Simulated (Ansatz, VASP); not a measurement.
## Two plane-wave programs on SrCl2

```
Sr Cl
1.0
     0.00000    3.47952    3.36957
     3.47952    0.00000    3.36957
     3.47952    3.47952    0.00000
Sr Cl
1 2
Direct
  0.00000 0.00000 0.00000
  0.25000 0.25000 0.25000
  0.75000 0.75000 0.75000
```

Alike in both runs: task single point; functional PBE; k mesh 6 × 6 × 6; occupations gaussian, width 0.05 eV; no spin polarisation.

|  | VASP | Ansatz |
| --- | --- | --- |
| version | VASP 6.6.1 | Ansatz 0.2.0 |
| potentials or method | VASP PAW PBE potentials, release 64 (Sr_sv, Cl), cutoff 520 eV | scalar-relativistic, plane waves, PAW |
| valence electrons in the cell | 24 | 24 |

|  | VASP | Ansatz | Ansatz less VASP |
| --- | --- | --- | --- |
| gap on the k mesh at the Fermi level (eV) | 5.31 | 5.32 | +0.005 |
| least direct gap on the mesh (eV) | 5.34 | 5.34 | +0.002 |
| pressure (GPa) | 2.8 | 2.6 | -0.10 |
| traceless stress, the component that is largest in VASP (GPa) | 1.19 | 1.20 | +0.008 |
